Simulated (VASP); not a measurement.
Write the native input for VASP 6.6.1 that does the following.

* Task: relaxation of cell and atoms
* Functional: PBE
* Potentials or basis: VASP PAW PBE potentials, release 64 (Zn, S)
* Cutoff: 500 eV
* k mesh: 6 × 6 × 4
* Occupations: gaussian, width 0.05 eV
* Spin: no spin polarisation
* Dipole correction: no
* Further INCAR settings: ALGO = Normal; EDIFF = 1e-07; IBRION = 2; EDIFFG = -0.03; NSW = 80; ISIF = 3

The structure of ZnS lies in POSCAR:

```
ZnS
1.0
    3.8110000000      0.0000000000      0.0000000000
   -1.9055000000      3.3004228138      0.0000000000
    0.0000000000      0.0000000000      6.2340000000
Zn S
2 2
Direct
    0.3333333333      0.6666666667      0.0000000000
    0.6666666667      0.3333333333      0.5000000000
    0.3333333333      0.6666666667      0.3850000000
    0.6666666667      0.3333333333      0.8850000000
```

One way to write it, as run:

INCAR

```
PREC = Accurate ; ENCUT = 500
EDIFF = 1E-7 ; ISMEAR = 0
SIGMA = 0.05 ; LREAL = F
LASPH = T ; NELM = 120
ALGO = Normal ; ISIF = 3
LWAVE = F ; LCHARG = F
GGA = PE ; IBRION = 2
NSW = 80 ; EDIFFG = -0.03
GGA_COMPAT = F ; NELMIN = 4
```

KPOINTS

```
Automatic mesh
0
Gamma
  6 6 4
```

Potentials or basis: VASP PAW PBE potentials, release 64 (Zn, S).

Command:

```sh
$ cat potpaw_PBE.64/Zn/POTCAR potpaw_PBE.64/S/POTCAR > POTCAR
$ mpirun -np 1 vasp_std > vasp.out
```

It gave:

- Relaxed volume: 20.22 Å³/atom
- Relaxed cell: a = 3.852 Å, b = 3.852 Å, c = 6.295 Å, α = 90.00°, β = 90.00°, γ = 120.00°
- Space group after relaxing (to 0.1 Å): P6_3mc (No. 186)
- Energy gained by relaxing: 9.8 meV/atom
- Ionic steps: 7
- Pressure after relaxing: 0.0 GPa
- Largest force after relaxing: 0.013 eV/Å
- Band gap on the k mesh: 2.08 eV

It took 71 s on 1 thread of AMD EPYC 9R45 96-Core Processor (Zen 5), on a shared host, peak memory 0.17 GiB.
